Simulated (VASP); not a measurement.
Write the native input for VASP 6.6.1 that does the following.

```yaml
Task: single point
Functional: PBE
Potentials_or_basis: VASP PAW PBE potentials, release 64 (Cu)
Cutoff: 520 eV
k_mesh: 18 × 18 × 1
Occupations: gaussian, width 0.1 eV
Spin: no spin polarisation
Dipole_correction: yes
Further_INCAR_settings: ALGO = Normal; EDIFF = 1e-07; NBANDS = 66
```

The structure of Cu lies in POSCAR:

```
Cu
1.0
    2.5561908028     -0.0000002901      0.0000000000
    1.2780956527      2.2137260271      0.0000000000
    0.0000000000      0.0000000000     32.7840910000
Cu
10
Direct
    1.0000000000      0.0000000000      0.2126710000
    0.3333333333      0.3333333333      0.2761910000
    0.6666666667      0.6666666667      0.3399700000
    1.0000000000      0.0000000000      0.4038740000
    0.3333333333      0.3333333333      0.4679900000
    0.6666666667      0.6666666667      0.5320100000
    1.0000000000      0.0000000000      0.5961260000
    0.3333333333      0.3333333333      0.6600300000
    0.6666666667      0.6666666667      0.7238090000
    1.0000000000      0.0000000000      0.7873290000
```

The input as run:

INCAR

```
SYSTEM = Cu
PREC = Accurate
ENCUT = 520
EDIFF = 1E-7
ISMEAR = 0
SIGMA = 0.1
LREAL = .FALSE.
LASPH = .TRUE.
NELM = 60
ALGO = Normal
ISIF = 2
LWAVE = .FALSE.
LCHARG = .FALSE.
LDIPOL = .TRUE.
IDIPOL = 3
DIPOL = 0.5 0.5 0.500
GGA = PE
NBANDS = 66
```

KPOINTS

```
Automatic mesh
0
G
  18 18 1
  0 0 0
```

Potentials or basis: VASP PAW PBE potentials, release 64 (Cu).

Launch:

```sh
$ cat potpaw_PBE.64/Cu/POTCAR > POTCAR
$ mpirun -np 1 vasp_std > vasp.out
```

Results of the run:

| Quantity | Value |
| --- | --- |
| Largest force | 0.019 eV/Å |
| Band gap on the k mesh | zero (bands 55 and 56 overlap by 5.09 eV) |

Wall time 23 min on 1 thread of AMD EPYC 7R43 64-Core Processor (Zen 3), on a shared host, peak memory 0.45 GiB.
